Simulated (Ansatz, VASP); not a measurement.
**BeS: VASP beside Ansatz**

```
Be S
1.0
     0.00000    2.51488    2.43431
     2.51488    0.00000    2.43431
     2.51488    2.51488    0.00000
Be S
1 1
Direct
  0.00000 0.00000 0.00000
  0.25000 0.25000 0.25000
```

Change from the starting cell: biaxial_xy strain +3.3%.

Alike in both runs: task single point; functional PBE; k mesh 10 × 10 × 10; occupations fermi-dirac, width 0.02 eV; no spin polarisation.

|  | VASP | Ansatz |
| --- | --- | --- |
| version | VASP 6.6.1 | Ansatz 0.2.0 |
| potentials or method | VASP PAW PBE potentials, release 64 (Be, S) | plane waves, PAW |
| plane-wave cutoff (eV) | 600 | 420 |
| valence electrons in the cell | 8 | 8 |

```tsv
	VASP	Ansatz	Ansatz less VASP
gap on the k mesh at the Fermi level (eV)	3.02	3.02	-0.002
pressure (GPa)	-5.0	-5.0	-0.04
traceless stress, the component that is largest in VASP (GPa)	1.91	1.91	+0.006
```
